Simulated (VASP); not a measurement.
Here is a VASP 6.6.1 calculation.

The input INCAR:

```
SYSTEM = Au
ALGO = Fast ; EDIFF = 1E-7
ENCUT = 520 ; GGA = PS
ISIF = 2 ; ISMEAR = 0
LASPH = .TRUE. ; LCHARG = .TRUE.
LELF = .TRUE. ; LREAL = .FALSE.
LVHAR = .TRUE. ; LWAVE = .FALSE.
NBANDS = 12 ; NELM = 80
PREC = Accurate ; SIGMA = 0.1
```

KPOINTS

```
k-points
0
G
  8 8 8
  0 0 0
```

Contents of POSCAR:

```
Au
1.0
    0.0000000000      2.0350000000      2.0350000000
    2.0350000000      0.0000000000      2.0350000000
    2.0350000000      2.0350000000      0.0000000000
Au
1
Direct
    0.0000000000      0.0000000000      0.0000000000
```

Potentials or basis: VASP PAW PBE potentials, release 64 (Au).

The run is started by

```bash
$ cat potpaw_PBE.64/Au/POTCAR > POTCAR
$ mpirun -np 1 vasp_std > vasp.out
```

**Question.** Predict the pressure.

**Answer.** 2.4 GPa.

Caveat: the PAW data sets were made with another functional, which shifts forces and pressure a little.
